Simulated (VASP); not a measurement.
# SiC (P6_3mc) in VASP: further runs

Aim: see how the results for SiC move with the level of theory and the settings. Levels: r2SCAN, PBE. Tasks: single point, relaxation of cell and atoms.

All numbers are computed with VASP 6.6.1; they aren't measurements. Logs are shortened: lines on timing, memory, paths and dates and some standing lists are left out, and cuts for length are marked.

### 1 The cell of the first run

Symmetry: P6_3mc, No. 186, hexagonal system. The conventional cell has a = 3.078 Å, b = 3.078 Å, c = 10.077 Å, α = 90.00°, β = 90.00°, γ = 120.00°. Within 2.5 Å of Si (site symmetry 3m) lie 4 C at 1.89 Å. Within 2.5 Å of Si (site symmetry 3m) lie 4 C at 1.88 to 1.89 Å. C (site symmetry 3m) has 4 Si at 1.88 to 1.89 Å within 2.5 Å. Within 2.5 Å of C (site symmetry 3m) lie 4 Si at 1.89 Å.

### 2 Single point, r2SCAN

File POSCAR:

```
SiC
1.0
    3.0775549631      0.0000000000      0.0000000000
   -1.5387774815      2.6652407796      0.0000000000
    0.0000000000      0.0000000000     10.0767216786
Si C
4 4
Direct
    0.6666666667      0.3333333333      0.9378415298
    0.3333333333      0.6666666667      0.4378415298
    0.0000000000      0.0000000000      0.6878903911
    0.0000000000      0.0000000000      0.1878903911
    0.6666666667      0.3333333333      0.7498007691
    0.3333333333      0.6666666667      0.2498007691
    0.0000000000      0.0000000000      0.5004663101
    0.0000000000      0.0000000000      0.0004663101
```

File INCAR.step1:

```
SYSTEM = SiC
PREC = Accurate ; ENCUT = 520
ISMEAR = 0 ; SIGMA = 0.01
LREAL = .False. ; LASPH = .True.
NELM = 60 ; NBANDS = 26
GGA = PE ; ALGO = Normal
EDIFF = 1E-4 ; LWAVE = .True.
LCHARG = .False.
```

File INCAR.step2:

```
SYSTEM = SiC
PREC = Accurate ; ENCUT = 520
EDIFF = 1E-7 ; ISMEAR = 0
SIGMA = 0.01 ; LREAL = .False.
LASPH = .True. ; NELM = 60
ALGO = Normal ; ISIF = 2
LWAVE = .False. ; LCHARG = .False.
METAGGA = R2SCAN ; LMIXTAU = .True.
NBANDS = 26 ; ISTART = 1
```

File KPOINTS:

```
regular mesh
0
Gamma
  12 12 4
  0 0 0
```

Potentials or basis: VASP PAW PBE potentials, release 64 (Si, C).

Command:

```sh
> cat potpaw_PBE.64/Si/POTCAR potpaw_PBE.64/C/POTCAR > POTCAR
> cp INCAR.step1 INCAR
> mpirun -np 1 vasp_std > vasp.out
> cp INCAR.step2 INCAR
> mpirun -np 1 vasp_std > vasp.out
```

OUTCAR:

```text
SYSTEM = SiC
   PREC = Accurate
   ENCUT = 520
   EDIFF = 1E-7
   ISMEAR = 0
   LREAL = .False.
   LASPH = .True.
   NELM = 60
   ISIF = 2
   METAGGA = R2SCAN
   ISTART = 1

 ion  position               nearest neighbor table
   1  0.667  0.333  0.938-   8 1.89   8 1.89   8 1.89   5 1.89   3 3.08   3 3.08   3 3.08   4 3.08
                             4 3.08   4 3.08
   2  0.333  0.667  0.438-   7 1.89   7 1.89   7 1.89   6 1.89   4 3.08   4 3.08   4 3.08   3 3.08
                             3 3.08   3 3.08
   3  0.000  0.000  0.688-   5 1.88   5 1.88   5 1.88   7 1.89   1 3.08   1 3.08   1 3.08   2 3.08
                             2 3.08   2 3.08
   4  0.000  0.000  0.188-   6 1.88   6 1.88   6 1.88   8 1.89   2 3.08   2 3.08   2 3.08   1 3.08
                             1 3.08   1 3.08
   5  0.667  0.333  0.750-   3 1.88   3 1.88   3 1.88   1 1.89
   6  0.333  0.667  0.250-   4 1.88   4 1.88   4 1.88   2 1.89
   7  0.000  0.000  0.500-   2 1.89   2 1.89   2 1.89   3 1.89
   8  0.000  0.000  0.000-   1 1.89   1 1.89   1 1.89   4 1.89

  LATTYP: Found a hexagonal cell.
 ALAT       =     3.0775549631
 C/A-ratio  =     3.2742621332

  Lattice vectors:

 A1 = (   3.0775549631,   0.0000000000,   0.0000000000)
 A2 = (  -1.5387774815,   2.6652407796,   0.0000000000)
 A3 = (   0.0000000000,   0.0000000000,  10.0767216786)

Analysis of symmetry for initial positions (statically):
=====================================================================
 Subroutine PRICEL returns:
 Original cell was already a primitive cell.

 Routine SETGRP: Setting up the symmetry group for a
 hexagonal supercell.

 Subroutine GETGRP returns: Found 12 space group operations
 (whereof  6 operations were pure point group operations)
 out of a pool of 24 trial point group operations.

The static configuration has the point symmetry C_3v.
 The point group associated with its full space group is C_6v.

Analysis of symmetry for dynamics (positions and initial velocities):
=====================================================================
 Subroutine PRICEL returns:
 Original cell was already a primitive cell.

 Routine SETGRP: Setting up the symmetry group for a
 hexagonal supercell.

 Subroutine GETGRP returns: Found 12 space group operations
 (whereof  6 operations were pure point group operations)
 out of a pool of 24 trial point group operations.

The dynamic configuration has the point symmetry C_3v.
 The point group associated with its full space group is C_6v.

 Subroutine INISYM returns: Found 12 space group operations
 (whereof  6 operations are pure point group operations),
 and found     1 'primitive' translations

----------------------------------------------------------------------------------------

                                     Primitive cell

  volume of cell :      82.6536

  direct lattice vectors                    reciprocal lattice vectors
     3.077554963  0.000000000  0.000000000     0.324933271  0.187600311  0.000000000
    -1.538777481  2.665240780  0.000000000     0.000000000  0.375200623  0.000000000
     0.000000000  0.000000000 10.076721679     0.000000000  0.000000000  0.099238625

  length of vectors
     3.077554963  3.077554963 10.076721679     0.375200623  0.375200623  0.099238625

  position of ions in fractional coordinates (direct lattice)
     0.666666667  0.333333333  0.937841530
     0.333333333  0.666666667  0.437841530
     0.000000000  0.000000000  0.687890391
     0.000000000  0.000000000  0.187890391
     0.666666667  0.333333333  0.749800769
     0.333333333  0.666666667  0.249800769
     0.000000000  0.000000000  0.500466310
     0.000000000  0.000000000  0.000466310

  ion indices of the primitive-cell ions
   primitive index   ion index
                 1           1
                 2           2
                 3           3
                 4           4
                 5           5
                 6           6
                 7           7
                 8           8

----------------------------------------------------------------------------------------

 KPOINTS: regular mesh

Automatic generation of k-mesh.
 Grid dimensions read from file:
 generate k-points for:   12   12    4

 Generating k-lattice:

  Cartesian coordinates                     Fractional coordinates (reciprocal lattice)
     0.027077773  0.015633359  0.000000000     0.083333333 -0.000000000  0.000000000
     0.000000000  0.031266719  0.000000000     0.000000000  0.083333333  0.000000000
     0.000000000  0.000000000  0.024809656     0.000000000  0.000000000  0.250000000

  Length of vectors
     0.031266719  0.031266719  0.024809656

  Shift w.r.t. Gamma in fractional coordinates (k-lattice)
     0.000000000  0.000000000  0.000000000

 Subroutine IBZKPT returns following result:
 ===========================================

 Found     57 irreducible k-points:

 Following reciprocal coordinates:
            Coordinates               Weight
  0.000000  0.000000  0.000000      1.000000
  0.083333 -0.000000  0.000000      6.000000
  0.166667 -0.000000  0.000000      6.000000
  0.250000 -0.000000  0.000000      6.000000
  0.333333  0.000000  0.000000      6.000000
  0.416667 -0.000000  0.000000      6.000000
[... 16 lines left out ...]
  0.250000 -0.000000  0.250000     12.000000
  0.333333  0.000000  0.250000     12.000000
 [... further k-points ...]
   k-points           NKPTS =     57   k-points in BZ     NKDIM =     57   number of bands    NBANDS=     26
   number of dos      NEDOS =    301   number of ions     NIONS =      8
   total plane-waves  NPLWV =  46080
   dimension x,y,z NGX =    24 NGY =   24 NGZ =   80
   dimension x,y,z NGXF=    48 NGYF=   48 NGZF=  160
   ions per type =               4   4
   NGX,Y,Z   is equivalent  to a cutoff of  12.96, 12.96, 13.20 a.u.
   NGXF,Y,Z  is equivalent  to a cutoff of  25.93, 25.93, 26.40 a.u.
 SYSTEM =  SiC
   PREC   = accura    normal or accurate (medium, high low for compatibility)
   ISTART =      1    job   : 0-new  1-cont  2-samecut
   ICHARG =      0    charge: 1-file 2-atom 10-const
   ISPIN  =      1    spin polarized calculation?
   LNONCOLLINEAR =      F non collinear calculations
   LSORBIT =      F    spin-orbit coupling
   LASPH  =      T    aspherical Exc in radial PAW
   ENCUT  =  520.0 eV  38.22 Ry    6.18 a.u.   5.72  5.72 18.74*2*pi/ulx,y,z
   NELM   =     60;   NELMIN=  2; NELMDL=  0     # of ELM steps
   EDIFF  = 0.1E-06   stopping-criterion for ELM
   LREAL  =      F    real-space projection
   EDIFFG = 0.1E-05   stopping-criterion for IOM
   NSW    =      0    number of steps for IOM
   IBRION =     -1    ionic relax: 0-MD 1-quasi-New 2-CG
   NFREE  =      0    steps in history (QN), initial steepest desc. (CG)
   ISIF   =      2    stress and relaxation
   ISYM   =      2    0-nonsym 1-usesym 2-fastsym
   POTIM  = 0.5000    time-step for ionic-motion
   TEBEG  =    0.0;   TEEND  =   0.0 temperature during run
   PSTRESS=    0.0 pullay stress
   NELECT =      32.0000    total number of electrons
   NUPDOWN=      -1.0000    fix difference up-down
   EMIN   =  10.00;   EMAX   =-10.00  energy-range for DOS
   EFERMI =   0.00;   METHOD = LEGACY
   ISMEAR =     0;   SIGMA  =   0.01  broadening in eV -4-tet -1-fermi 0-gaus
   EFERMI_NEDOS =   21; number of points for ismear=-14 and -15
   IALGO  =     38    algorithm
   IMIX   =      4    mixing-type and parameters
     AMIX     =   0.40;   BMIX     =  1.00
     AMIX_MAG =   1.60;   BMIX_MAG =  1.00
  volume/ion in A,a.u.               =      10.33        69.72
  Fermi-wavevector in a.u.,A,eV,Ry     =   1.193175  2.254775 19.370175  1.423668
  Thomas-Fermi vector in A             =   2.329196
   LORBIT       =      0    0 simple, 1 ext, 2 COOP (PROOUT), +10 PAW based schemes
   METAGGA = R2SCAN    functional components
   LHFCALC =     F    Hartree Fock is set to
   AEXX    =    0.0000 exact exchange contribution
   IVDW    =     0    specifies the selected vdW correction
   LEPSILON=     F    determine dielectric tensor
   LRPA    =     F    only Hartree local field effects (RPA)
 non-spin polarized calculation
 Gauss-broadening in eV      SIGMA  =   0.01
  energy-cutoff  :      520.00
  volume of cell :       82.65
 maximum number of plane-waves:      2256
 NGX is ok and might be reduce to    24
   NGX = 11   NGY = 11   NGZ = 37

 number of electron      32.0000000 magnetization

 Free energy of the ion-electron system (eV)
  ---------------------------------------------------
  ext. energy  EPLUGINS =         0.00000000
  ---------------------------------------------------
  free energy    TOTEN  =       -77.30799553 eV

  energy without entropy =      -77.30799553  energy(sigma->0) =      -77.30799553

 E-fermi :   8.1273     XC(G=0): -11.9371

 val. band max:        8.0686598879   @ k =   0.0000   0.0000   0.0000
 cond. band min:      10.6780405748   @ k =   0.5000  -0.0000   0.0000
 fundamental gap:      2.6093806869
 Fermi energy:         8.1273224502

 k-point     1 :       0.0000    0.0000    0.0000
  band No.  band energies     occupation
      1      -8.2025      2.00000
      2      -6.9848      2.00000
      3      -6.9465      2.00000
      4      -4.5726      2.00000
      5      -0.8371      2.00000
      6       3.5002      2.00000
[... 18 lines left out ...]
     25      16.0307      0.00000
     26      16.6989      0.00000

 k-point     2 :       0.0833   -0.0000    0.0000
  band No.  band energies     occupation
      1      -8.0774      2.00000
      2      -6.8643      2.00000
      3      -6.8254      2.00000
      4      -4.4683      2.00000
      5      -0.7222      2.00000
      6       3.5365      2.00000
[... 18 lines left out ...]
     25      16.0588      0.00000
     26      16.6752      0.00000

 k-point     3 :       0.1667   -0.0000    0.0000
  band No.  band energies     occupation
      1      -7.7056      2.00000
      2      -6.5073      2.00000
      3      -6.4666      2.00000
      4      -4.1659      2.00000
      5      -0.3875      2.00000
      6       3.5034      2.00000
[... 572 lines left out ...]
 k-point    23 :       0.2500   -0.0000    0.2500
  band No.  band energies     occupation
      1      -7.0224      2.00000
      2      -6.4194      2.00000
      3      -5.2880      2.00000
      4      -3.9881      2.00000
      5       0.4681      2.00000
      6       2.1113      2.00000
[... 18 lines left out ...]
     25      17.5821      0.00000
     26      17.7017      0.00000

 k-point    24 :       0.3333    0.0000    0.2500
  band No.  band energies     occupation
      1      -6.2139      2.00000
      2      -5.6393      2.00000
      3      -4.5833      2.00000
      4      -3.4476      2.00000
      5       0.5376      2.00000
      6       1.0549      2.00000
[... 18 lines left out ...]
     25      17.3952      0.00000
     26      17.9730      0.00000

 [... further k-points ...]
[... 5 lines left out ...]
  --------------------------------------------------------------------------------------
  -------------------------------------------------------------------------------------
  Total       -0.0931849     -0.0931849     -0.0979794     -0.0000000      0.0000000      0.0000000
  in kB       -1.8063197     -1.8063197     -1.8992583     -0.0000000      0.0000000      0.0000000
  external PRESSURE =      -1.8372993 kB  Pullay stress =       0.0000000 kB

 VOLUME and BASIS-vectors are now :
 -----------------------------------------------------------------------------
  energy-cutoff  :      520.00
  volume of cell :       82.65
      direct lattice vectors                 reciprocal lattice vectors
     3.077554963  0.000000000  0.000000000     0.324933271  0.187600311  0.000000000
    -1.538777481  2.665240780  0.000000000     0.000000000  0.375200623  0.000000000
     0.000000000  0.000000000 10.076721679     0.000000000  0.000000000  0.099238625

 POSITION                                       TOTAL-FORCE (eV/Angst)
 -----------------------------------------------------------------------------------
      1.53878      0.88841      9.45037        -0.000000      0.000000     -0.000348
     -0.00000      1.77683      4.41201         0.000000     -0.000000     -0.000348
      0.00000      0.00000      6.93168        -0.000000      0.000000     -0.000284
      0.00000      0.00000      1.89332         0.000000     -0.000000     -0.000284
      1.53878      0.88841      7.55553         0.000000      0.000000      0.001241
     -0.00000      1.77683      2.51717        -0.000000      0.000000      0.001241
      0.00000      0.00000      5.04306         0.000000      0.000000     -0.000609
      0.00000      0.00000      0.00470        -0.000000      0.000000     -0.000609
 -----------------------------------------------------------------------------------
    total drift:                                0.000000      0.000000     -0.000640

  FREE ENERGIE OF THE ION-ELECTRON SYSTEM (eV)
  ---------------------------------------------------
  free  energy   TOTEN  =       -77.3079955334 eV

  energy  without entropy=      -77.3079955334  energy(sigma->0) =      -77.30799553
```

It took 5.5 min on 1 thread of Intel Xeon 6975P-C, shared host; peak memory 0.26 GiB.

What came out:

```yaml
Free_energy: -77.3080 eV
Pressure: -0.2 GPa
Band_gap_on_the_k_mesh: 2.61 eV, indirect (least direct gap 3.79 eV)
```

Caveat: the PAW data sets were made with another functional, which shifts forces and pressure a little. r2SCAN opens gaps a little over a GGA but as a rule still falls short of measured ones.

### 3 Relaxation of cell and atoms, PBE

File INCAR:

```
ALGO = Normal ; EDIFF = 1E-7
EDIFFG = -0.005 ; ENCUT = 600
GGA = PE ; IBRION = 2
ISIF = 3 ; ISMEAR = -1
LASPH = True ; LCHARG = False
LREAL = False ; LWAVE = False
NELM = 80 ; NSW = 80
PREC = Accurate ; SIGMA = 0.02
```

File KPOINTS:

```
k-points
0
Gamma
  12 12 2
```

File POSCAR:

```
SiC
1.0
    3.0756941497      0.0000000000      0.0000000000
   -1.5378470748      2.6636292679      0.0000000000
    0.0000000000      0.0000000000     10.0706464800
Si C
4 4
Direct
    0.6666666700      0.3333333300      0.9378419800
    0.3333333300      0.6666666700      0.4378419800
    0.0000000000      0.0000000000      0.6878943800
    0.0000000000      0.0000000000      0.1878943800
    0.6666666700      0.3333333300      0.7498025900
    0.3333333300      0.6666666700      0.2498025900
    0.0000000000      0.0000000000      0.5004600500
    0.0000000000      0.0000000000      0.0004600500
```

Potentials or basis: VASP PAW PBE potentials, release 64 (Si, C).

Command:

```sh
> cat potpaw_PBE.64/Si/POTCAR potpaw_PBE.64/C/POTCAR > POTCAR
> mpirun -np 1 vasp_std > vasp.out
```

OUTCAR:

```text
EDIFF = 1E-7
   EDIFFG = -0.005
   ENCUT = 600
   GGA = PE
   IBRION = 2
   ISIF = 3
   ISMEAR = -1
   LASPH = True
   LREAL = False
   NELM = 80
   NSW = 80
   PREC = Accurate

 ion  position               nearest neighbor table
   1  0.667  0.333  0.938-   8 1.88   8 1.88   8 1.88   5 1.89   3 3.08   3 3.08   3 3.08   4 3.08
                             4 3.08   4 3.08
   2  0.333  0.667  0.438-   7 1.88   7 1.88   7 1.88   6 1.89   4 3.08   4 3.08   4 3.08   3 3.08
                             3 3.08   3 3.08
   3  0.000  0.000  0.688-   5 1.88   5 1.88   5 1.88   7 1.89   1 3.08   1 3.08   1 3.08   2 3.08
                             2 3.08   2 3.08
   4  0.000  0.000  0.188-   6 1.88   6 1.88   6 1.88   8 1.89   2 3.08   2 3.08   2 3.08   1 3.08
                             1 3.08   1 3.08
   5  0.667  0.333  0.750-   3 1.88   3 1.88   3 1.88   1 1.89
[... 416 lines left out ...]
  ---------------------------------------------------
  ext. energy  EPLUGINS =         0.00000000
  ---------------------------------------------------
  free energy    TOTEN  =       -60.25248639 eV

  energy without entropy =      -60.25248639  energy(sigma->0) =      -60.25248639

 E-fermi :   8.4457     XC(G=0): -11.2947

 val. band max:        8.0231284073   @ k =   0.0000   0.0000   0.0000
 cond. band min:      10.2462685687   @ k =   0.5000   0.0000   0.0000
 fundamental gap:      2.2231401614
 Fermi energy:         8.4456839444

 k-point     1 :       0.0000    0.0000    0.0000
  band No.  band energies     occupation
      1      -7.3513      2.00000
      2      -6.1873      2.00000
      3      -6.1514      2.00000
      4      -3.8358      2.00000
      5      -0.5109      2.00000
      6       3.6677      2.00000
[... 565 lines left out ...]
     20      12.8605      0.00000
     21      14.1701      0.00000

 [... further k-points ...]
[... 5 lines left out ...]
  --------------------------------------------------------------------------------------
  -------------------------------------------------------------------------------------
  Total        0.0381082      0.0381082      0.0325968      0.0000000      0.0000000      0.0000000
  in kB        0.7278424      0.7278424      0.6225775      0.0000000      0.0000000      0.0000000
  external PRESSURE =       0.6927541 kB  Pullay stress =       0.0000000 kB
[... 23 lines left out ...]
  FREE ENERGIE OF THE ION-ELECTRON SYSTEM (eV)
  ---------------------------------------------------
  free  energy   TOTEN  =       -60.2524863933 eV

  energy  without entropy=      -60.2524863933  energy(sigma->0) =      -60.25248639

 reached required accuracy - stopping structural energy minimisation
```

It took 3.9 min on 1 thread of Intel Xeon 6975P-C, shared host; peak memory 0.27 GiB.

What came out:

- Free energy: -60.2525 eV
- Relaxed volume: 10.49 Å³/atom
- Relaxed cell: a = 3.093 Å, b = 3.093 Å, c = 10.126 Å, α = 90.00°, β = 90.00°, γ = 120.00°
- Space group after relaxing (to 0.05 Å): P6_3mc (No. 186)
- Energy gained by relaxing: 2.0 meV/atom
- Ionic steps: 6
- Pressure after relaxing: 0.1 GPa
- Band gap on the k mesh: 2.22 eV, indirect (least direct gap 3.34 eV)

The path:
| step | energy change (eV) | largest force (eV/Å) | pressure (GPa) | volume (Å³) |
| --- | --- | --- | --- | --- |
| 1 | 0.0000 | 0.0044 | 3.72 | 82.50 |
| 2 | 0.0009 | 0.0155 | -3.60 | 85.40 |
| 3 | -0.0161 | 0.0064 | 0.00 | 83.91 |
| 4 | -0.0161 | 0.0063 | 0.07 | 83.89 |
| 5 | -0.0161 | 0.0047 | 0.07 | 83.89 |
| 6 | -0.0161 | 0.0006 | 0.07 | 83.89 |

Final structure:
```
Si C
1.0
     3.09288    0.00000    0.00000
    -1.54644    2.67851    0.00000
     0.00000    0.00000   10.12593
Si C
4 4
Cartesian
  1.5464 0.8928 9.4966
  0.0000 1.7857 4.4336
  0.0000 0.0000 6.9656
  0.0000 0.0000 1.9026
  1.5464 0.8928 7.5925
  0.0000 1.7857 2.5295
  0.0000 0.0000 5.0675
  0.0000 0.0000 0.0046
```

Levels at points of the mesh, in eV from the valence-band top:
```
           k point  band 12  band 13  band 14  band 15  band 16  band 17  band 18  band 19  band 20  band 21
(0.00, 0.00, 0.00)    -0.58    -0.58    -0.05     0.00     0.00     4.97     5.55     6.13     6.19     6.89
(0.50, 0.00, 0.00)    -2.37    -2.34    -2.20    -1.57    -1.12     2.22     2.34     4.18     4.66     5.24
(0.00, 0.00, 0.50)    -1.04    -0.21    -0.21    -0.21    -0.21     5.18     5.18     6.62     6.62     6.99
(0.50, 0.00, 0.50)    -2.99    -2.48    -2.48    -1.54    -1.54     2.63     2.63     4.18     4.18     6.02
```

A k mesh can miss the band edges. As with any semilocal functional, this PBE gap is likely too small.
